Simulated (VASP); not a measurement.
# Si3C2 (Pmm2) in VASP: relaxation of cell and atoms with PBE

Aim: the relaxation of cell and atoms of Si3C2 with PBE.

Program: VASP 6.6.1. These are calculated values, not measurements. Logs are shortened: lines on timing, memory, paths and dates and some standing lists are left out, and cuts for length are marked.

## 1. The cell of the first run

The structure is orthorhombic, space group Pmm2 (No. 25). Conventional cell: a = 2.735 Å, b = 2.808 Å, c = 6.887 Å, α = 90.00°, β = 90.00°, γ = 90.00°. Within 2.9 Å of Si (site symmetry mm2) lie 2 C at 1.93 Å and 7 Si at 2.45 to 2.81 Å. Si (site symmetry mm2) has 4 C at 2.00 Å and 7 Si at 2.45 to 2.81 Å within 2.9 Å. Si (site symmetry mm2) has 6 C at 2.13 to 2.28 Å and 8 Si at 2.61 to 2.81 Å within 2.9 Å. C (site symmetry mm2) has 6 Si at 2.00 to 2.28 Å and 4 C at 2.74 to 2.81 Å within 2.9 Å. Within 2.6 Å of C (site symmetry mm2) lie 6 Si at 1.93 to 2.13 Å.

The cell was generated, and may not be a known phase.

## 2. Relaxation of cell and atoms, PBE

INCAR

```
SYSTEM = Si3C2
PREC = Accurate
ENCUT = 600
EDIFF = 1E-7
ISMEAR = 0
SIGMA = 0.1
LREAL = .False.
LASPH = .True.
NELM = 80
ALGO = Normal
ISIF = 3
LWAVE = .False.
LCHARG = .False.
GGA = PE
IBRION = 2
NSW = 100
EDIFFG = -0.01
```

KPOINTS

```
regular mesh
0
Gamma
  14 14 6
  0 0 0
```

POSCAR

```
Si3C2
1.0
    2.7351988919      0.0000000000      0.0000000000
    0.0000000000      2.8083326090      0.0000000000
    0.0000000000      0.0000000000      6.8865088680
Si C
3 2
Direct
    0.0000000000      0.5000000000      0.2845419655
    0.0000000000      0.5000000000      0.9293189673
    0.0000000000      0.0000000000      0.6048234939
    0.5000000000      0.0000000000      0.8705979918
    0.5000000000      0.5000000000      0.4827175915
```

Potentials or basis: VASP PAW PBE potentials, release 64 (Si, C).

On the command line:

```
cat potpaw_PBE.64/Si/POTCAR potpaw_PBE.64/C/POTCAR > POTCAR
mpirun -np 1 vasp_std > vasp.out
```

OUTCAR:

```text
SYSTEM = Si3C2
   PREC = Accurate
   ENCUT = 600
   EDIFF = 1E-7
   ISMEAR = 0
   LREAL = .False.
   LASPH = .True.
   NELM = 80
   ISIF = 3
   GGA = PE
   IBRION = 2
   NSW = 100
   EDIFFG = -0.01

 ion  position               nearest neighbor table
   1  0.000  0.500  0.285-   5 1.93   5 1.93   2 2.45   3 2.61   3 2.61
   2  0.000  0.500  0.929-   4 2.00   4 2.00   4 2.00   4 2.00   1 2.45   3 2.64   3 2.64
   3  0.000  0.000  0.605-   5 2.13   5 2.13   5 2.13   5 2.13   4 2.28   4 2.28   1 2.61   1 2.61
                             2 2.64   2 2.64
   4  0.500  0.000  0.871-   2 2.00   2 2.00   2 2.00   2 2.00   3 2.28   3 2.28
   5  0.500  0.500  0.483-   1 1.93   1 1.93   3 2.13   3 2.13   3 2.13   3 2.13

  LATTYP: Found a simple orthorhombic cell.
 ALAT       =     2.7351988919
 B/A-ratio  =     1.0267379887
 C/A-ratio  =     2.5177360551

  Lattice vectors:

 A1 = (   2.7351988919,   0.0000000000,   0.0000000000)
 A2 = (   0.0000000000,   2.8083326090,   0.0000000000)
 A3 = (   0.0000000000,   0.0000000000,   6.8865088680)

Analysis of symmetry for initial positions (statically):
=====================================================================
 Subroutine PRICEL returns:
 Original cell was already a primitive cell.

 Routine SETGRP: Setting up the symmetry group for a
 simple orthorhombic supercell.

 Subroutine GETGRP returns: Found  4 space group operations
 (whereof  4 operations were pure point group operations)
 out of a pool of  8 trial point group operations.

The static configuration has the point symmetry C_2v.

Analysis of symmetry for dynamics (positions and initial velocities):
=====================================================================
 Subroutine PRICEL returns:
 Original cell was already a primitive cell.

 Routine SETGRP: Setting up the symmetry group for a
 simple orthorhombic supercell.

 Subroutine GETGRP returns: Found  4 space group operations
 (whereof  4 operations were pure point group operations)
 out of a pool of  8 trial point group operations.

The dynamic configuration has the point symmetry C_2v.

 Subroutine INISYM returns: Found  4 space group operations
 (whereof  4 operations are pure point group operations),
 and found     1 'primitive' translations

----------------------------------------------------------------------------------------

                                     Primitive cell

  volume of cell :      52.8977

  direct lattice vectors                    reciprocal lattice vectors
     2.735198892  0.000000000  0.000000000     0.365604126  0.000000000  0.000000000
     0.000000000  2.808332609  0.000000000     0.000000000  0.356083178  0.000000000
     0.000000000  0.000000000  6.886508868     0.000000000  0.000000000  0.145211459

  length of vectors
     2.735198892  2.808332609  6.886508868     0.365604126  0.356083178  0.145211459

  position of ions in fractional coordinates (direct lattice)
     0.000000000  0.500000000  0.284541965
     0.000000000  0.500000000  0.929318967
     0.000000000  0.000000000  0.604823494
     0.500000000  0.000000000  0.870597992
     0.500000000  0.500000000  0.482717591

  ion indices of the primitive-cell ions
   primitive index   ion index
                 1           1
                 2           2
                 3           3
                 4           4
                 5           5

----------------------------------------------------------------------------------------

 KPOINTS: regular mesh

Automatic generation of k-mesh.
 Grid dimensions read from file:
 generate k-points for:   14   14    6

 Generating k-lattice:

  Cartesian coordinates                     Fractional coordinates (reciprocal lattice)
     0.026114580  0.000000000  0.000000000     0.071428571  0.000000000  0.000000000
     0.000000000  0.025434513  0.000000000     0.000000000  0.071428571  0.000000000
     0.000000000  0.000000000  0.024201910     0.000000000  0.000000000  0.166666667

  Length of vectors
     0.026114580  0.025434513  0.024201910

  Shift w.r.t. Gamma in fractional coordinates (k-lattice)
     0.000000000  0.000000000  0.000000000

 Subroutine IBZKPT returns following result:
 ===========================================

 Found    256 irreducible k-points:

 Following reciprocal coordinates:
            Coordinates               Weight
  0.000000  0.000000  0.000000      1.000000
  0.071429  0.000000  0.000000      2.000000
  0.142857  0.000000  0.000000      2.000000
  0.214286  0.000000  0.000000      2.000000
  0.285714  0.000000  0.000000      2.000000
  0.357143  0.000000  0.000000      2.000000
[... 16 lines left out ...]
  0.428571  0.142857  0.000000      4.000000
  0.500000  0.142857  0.000000      2.000000
 [... further k-points ...]
   k-points           NKPTS =    256   k-points in BZ     NKDIM =    256   number of bands    NBANDS=     14
   number of dos      NEDOS =    301   number of ions     NIONS =      5
   total plane-waves  NPLWV =  32256
   dimension x,y,z NGX =    24 NGY =   24 NGZ =   56
   dimension x,y,z NGXF=    48 NGYF=   48 NGZF=  112
   ions per type =               3   2
   NGX,Y,Z   is equivalent  to a cutoff of  14.59, 14.21, 13.52 a.u.
   NGXF,Y,Z  is equivalent  to a cutoff of  29.17, 28.41, 27.04 a.u.
 SYSTEM =  Si3C2
   PREC   = accura    normal or accurate (medium, high low for compatibility)
   ISTART =      0    job   : 0-new  1-cont  2-samecut
   ICHARG =      2    charge: 1-file 2-atom 10-const
   ISPIN  =      1    spin polarized calculation?
   LNONCOLLINEAR =      F non collinear calculations
   LSORBIT =      F    spin-orbit coupling
   LASPH  =      T    aspherical Exc in radial PAW
   ENCUT  =  600.0 eV  44.10 Ry    6.64 a.u.   5.46  5.61 13.75*2*pi/ulx,y,z
   NELM   =     80;   NELMIN=  2; NELMDL= -5     # of ELM steps
   EDIFF  = 0.1E-06   stopping-criterion for ELM
   LREAL  =      F    real-space projection
   EDIFFG = -.1E-01   stopping-criterion for IOM
   NSW    =    100    number of steps for IOM
   IBRION =      2    ionic relax: 0-MD 1-quasi-New 2-CG
   NFREE  =      1    steps in history (QN), initial steepest desc. (CG)
   ISIF   =      3    stress and relaxation
   ISYM   =      2    0-nonsym 1-usesym 2-fastsym
   POTIM  = 0.5000    time-step for ionic-motion
   TEBEG  =    0.0;   TEEND  =   0.0 temperature during run
   PSTRESS=    0.0 pullay stress
   NELECT =      20.0000    total number of electrons
   NUPDOWN=      -1.0000    fix difference up-down
   EMIN   =  10.00;   EMAX   =-10.00  energy-range for DOS
   EFERMI =   0.00;   METHOD = LEGACY
   ISMEAR =     0;   SIGMA  =   0.10  broadening in eV -4-tet -1-fermi 0-gaus
   EFERMI_NEDOS =   21; number of points for ismear=-14 and -15
   IALGO  =     38    algorithm
   IMIX   =      4    mixing-type and parameters
     AMIX     =   0.40;   BMIX     =  1.00
     AMIX_MAG =   1.60;   BMIX_MAG =  1.00
  volume/ion in A,a.u.               =      10.58        71.39
  Fermi-wavevector in a.u.,A,eV,Ry     =   1.183784  2.237028 19.066466  1.401346
  Thomas-Fermi vector in A             =   2.320012
   LORBIT       =      0    0 simple, 1 ext, 2 COOP (PROOUT), +10 PAW based schemes
   GGA     = PE    functional components
   LHFCALC =     F    Hartree Fock is set to
   AEXX    =    0.0000 exact exchange contribution
   IVDW    =     0    specifies the selected vdW correction
   LEPSILON=     F    determine dielectric tensor
   LRPA    =     F    only Hartree local field effects (RPA)
 conjugate gradient relaxation of ions
 non-spin polarized calculation
 Gauss-broadening in eV      SIGMA  =   0.10
  energy-cutoff  :      600.00
  volume of cell :       52.90
 maximum number of plane-waves:      1788
 NGX is ok and might be reduce to    24
   NGX = 11   NGY = 11   NGZ = 27

--------------------------------------- Ionic step        1  -------------------------------------------

 number of electron      20.0000000 magnetization

 Free energy of the ion-electron system (eV)
  ---------------------------------------------------
  ext. energy  EPLUGINS =         0.00000000
  ---------------------------------------------------
  free energy    TOTEN  =       -30.58408212 eV

  energy without entropy =      -30.57882194  energy(sigma->0) =      -30.58145203

------------------------ aborting loop because EDIFF is reached ----------------------------------------

  FORCE on cell =-STRESS in cart. coord.  units (eV):
  Direction    XX          YY          ZZ          XY          YZ          ZX
  --------------------------------------------------------------------------------------
  -------------------------------------------------------------------------------------
  Total        0.3054479      0.4186093      0.2850871      0.0000000      0.0000000      0.0000000
  in kB        9.2514798     12.6789385      8.6347854      0.0000000      0.0000000      0.0000000
  external PRESSURE =      10.1884012 kB  Pullay stress =       0.0000000 kB
[... 63 lines left out ...]
  energy  without entropy=      -30.5800846517  energy(sigma->0) =      -30.58272806

--------------------------------------- Ionic step        3  -------------------------------------------

 number of electron      20.0000000 magnetization

 E-fermi :   9.9963     XC(G=0): -11.6575

 val. band max:        9.9799492388   @ k =   0.5000   0.0714   0.3333
 cond. band min:      10.0136228162   @ k =   0.2857   0.5000   0.5000
 fundamental gap:      0.0336735774
 Fermi energy:         9.9962650665

 k-point     1 :       0.0000    0.0000    0.0000
  band No.  band energies     occupation
      1      -7.0076      2.00000
      2      -5.1969      2.00000
      3      -1.2769      2.00000
      4       4.9920      2.00000
      5       5.2579      2.00000
      6       7.5457      2.00000
      7       7.7000      2.00000
      8       8.4876      2.00000
      9       8.7253      2.00000
     10      11.7126      0.00000
     11      12.4736      0.00000
     12      14.2923      0.00000
     13      14.9628      0.00000
     14      15.8454      0.00000
[... 375 lines left out ...]
 k-point    24 :       0.5000    0.1429    0.0000
  band No.  band energies     occupation
      1      -2.7375      2.00000
      2      -1.8542      2.00000
      3      -1.3532      2.00000
      4       0.0958      2.00000
      5       3.4004      2.00000
      6       3.5738      2.00000
      7       7.8510      2.00000
      8       8.6220      2.00000
      9       8.9567      2.00000
     10       9.6565      2.00000
     11      10.3294      0.00000
     12      11.1067      0.00000
     13      12.0541      0.00000
     14      13.7484      0.00000

 [... further k-points ...]

------------------------ aborting loop because EDIFF is reached ----------------------------------------

  FORCE on cell =-STRESS in cart. coord.  units (eV):
  Direction    XX          YY          ZZ          XY          YZ          ZX
  --------------------------------------------------------------------------------------
  -------------------------------------------------------------------------------------
  Total       -0.1489983     -0.0311755     -0.0022845      0.0000000      0.0000000      0.0000000
  in kB       -4.4830556     -0.9380079     -0.0687348      0.0000000      0.0000000      0.0000000
  external PRESSURE =      -1.8299328 kB  Pullay stress =       0.0000000 kB
[... 102 lines left out ...]
  energy  without entropy=      -30.5807753806  energy(sigma->0) =      -30.58341125

--------------------------------------- Ionic step        6  -------------------------------------------

 number of electron      20.0000000 magnetization

 Free energy of the ion-electron system (eV)
  ---------------------------------------------------
  ext. energy  EPLUGINS =         0.00000000
  ---------------------------------------------------
  free energy    TOTEN  =       -30.58607491 eV

  energy without entropy =      -30.58078953  energy(sigma->0) =      -30.58343222

 E-fermi :  10.0102     XC(G=0): -11.6599

 val. band max:        9.9843778386   @ k =   0.0000   0.5000   0.5000
 cond. band min:      10.0211370775   @ k =   0.2857   0.5000   0.5000
 fundamental gap:      0.0367592388
 Fermi energy:        10.0102223114

 k-point     1 :       0.0000    0.0000    0.0000
  band No.  band energies     occupation
      1      -7.0135      2.00000
      2      -5.1951      2.00000
      3      -1.2744      2.00000
      4       4.9934      2.00000
      5       5.2556      2.00000
      6       7.5513      2.00000
      7       7.7012      2.00000
      8       8.4896      2.00000
      9       8.7539      2.00000
     10      11.7134      0.00000
     11      12.5077      0.00000
     12      14.2964      0.00000
     13      14.9820      0.00000
     14      15.8585      0.00000
[... 375 lines left out ...]
 k-point    24 :       0.5000    0.1429    0.0000
  band No.  band energies     occupation
      1      -2.7396      2.00000
      2      -1.8546      2.00000
      3      -1.3439      2.00000
      4       0.1054      2.00000
      5       3.4023      2.00000
      6       3.5874      2.00000
      7       7.8652      2.00000
      8       8.6253      2.00000
      9       8.9627      2.00000
     10       9.6721      2.00000
     11      10.3292      0.00001
     12      11.1029      0.00000
     13      12.0744      0.00000
     14      13.7590      0.00000

 [... further k-points ...]

------------------------ aborting loop because EDIFF is reached ----------------------------------------

  FORCE on cell =-STRESS in cart. coord.  units (eV):
  Direction    XX          YY          ZZ          XY          YZ          ZX
  --------------------------------------------------------------------------------------
  -------------------------------------------------------------------------------------
  Total       -0.0409422      0.0250325      0.0130318      0.0000000      0.0000000      0.0000000
  in kB       -1.2327113      0.7536925      0.3923692      0.0000000      0.0000000      0.0000000
  external PRESSURE =      -0.0288832 kB  Pullay stress =       0.0000000 kB
[... 20 lines left out ...]
  FREE ENERGIE OF THE ION-ELECTRON SYSTEM (eV)
  ---------------------------------------------------
  free  energy   TOTEN  =       -30.5860749148 eV

  energy  without entropy=      -30.5807895310  energy(sigma->0) =      -30.58343222

 reached required accuracy - stopping structural energy minimisation
```

Run time: 6.2 min. Hardware: 1 thread of AMD EPYC 9R45 (Zen 5), shared host; peak memory 0.3 GiB.

Results:

| Item | Value |
| --- | --- |
| Free energy | -30.5861 eV |
| Relaxed volume | 10.64 Å³/atom |
| Relaxed cell | a = 2.739 Å, b = 2.815 Å, c = 6.902 Å, α = 90.00°, β = 90.00°, γ = 90.00° |
| Space group after relaxing (to 0.1 Å) | Pmm2 (No. 25) |
| Energy gained by relaxing | 0.4 meV/atom |
| Ionic steps | 6 |
| Pressure after relaxing | 0.0 GPa |
| Largest force after relaxing | 0.007 eV/Å |
| Band gap on the k mesh | zero (bands 10 and 11 overlap by 4.74 eV) |

Forces on the atoms (eV/Å):
```
Si   0.000  0.000 -0.006
Si   0.000  0.000 -0.005
Si   0.000  0.000  0.007
C    0.000  0.000  0.000
C    0.000  0.000  0.005
```

Step by step:
| step | energy change (eV) | largest force (eV/Å) | pressure (GPa) | volume (Å³) |
| --- | --- | --- | --- | --- |
| 1 | 0.0000 | 0.1146 | 1.02 | 52.90 |
| 2 | -0.0013 | 0.0815 | -0.72 | 53.41 |
| 3 | -0.0016 | 0.0586 | -0.18 | 53.25 |
| 4 | -0.0020 | 0.0160 | -0.03 | 53.23 |
| 5 | -0.0020 | 0.0168 | -0.02 | 53.23 |
| 6 | -0.0020 | 0.0066 | 0.00 | 53.21 |

Final structure:
```
CELL_PARAMETERS angstrom
2.73876 0.00000 0.00000
0.00000 2.81523 0.00000
0.00000 0.00000 6.90165
ATOMIC_POSITIONS crystal
Si 0.00000 0.50000 0.28485
Si 0.00000 0.50000 0.93038
Si 0.00000 0.00000 0.60379
C 0.50000 0.00000 0.86981
C 0.50000 0.50000 0.48316
```

The gap in the log of VASP goes by the Fermi energy; the results here count the filled bands.